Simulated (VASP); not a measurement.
C: single point with PBE

Crystal: C.

```
C
1.0
     0.00000    1.95103    1.72334
     1.68316    0.00000    1.72334
     1.68316    1.95103    0.00000
C
2
Direct
  0.50000 0.50000 0.50000
  0.75000 0.75000 0.75000
```

This cell differs from its parent crystal: strain +e along x and -e along y -0.0750, strain +e along z and -e/2 along x and y -0.0350.

| Property | Result |
| --- | --- |
| Program | VASP 6.6.1 |
| Task | single point |
| Functional | PBE |
| Potentials or basis | VASP PAW PBE potentials, release 64 (C) |
| Cutoff | 520 eV |
| k mesh | 12 × 12 × 12 |
| Occupations | gaussian, width 0.05 eV |
| Spin | no spin polarisation |
| Dipole correction | no |
| Further INCAR settings | ALGO = Normal; EDIFF = 1e-06; NBANDS = 11 |

* Pressure: 4.1 GPa
* Band gap on the k mesh: 2.04 eV, indirect (least direct gap 4.15 eV)

Stress tensor (GPa, compression positive):
```
 59.56   0.00   0.00
  0.00 -91.20   0.00
  0.00   0.00  43.83
```

Levels at points of the mesh, in eV from the valence-band top:
```csv
k point,band 2,band 3,band 4,band 5,band 6,band 7
"(0.00, 0.00, 0.00)",-2.49,-0.25,0.00,4.15,4.44,5.97
"(0.50, 0.00, 0.00)",-14.27,-5.00,-2.35,4.87,8.03,10.11
"(0.50, 0.50, 0.00)",-13.12,-7.56,-7.56,3.20,3.20,15.02
"(0.50, 0.00, 0.50)",-15.02,-5.77,-5.77,6.04,6.04,15.22
"(0.00, 0.50, 0.50)",-12.75,-7.92,-7.92,2.63,2.63,15.36
```

It took 15 s on 1 thread of Intel(R) Xeon(R) Platinum 8559C (Emerald Rapids), with other jobs on the host, peak memory 0.13 GiB.

Caveat: the cell differs from its parent crystal (strain +e along x and -e along y -0.0750, strain +e along z and -e/2 along x and y -0.0350). A k mesh can miss the band edges.
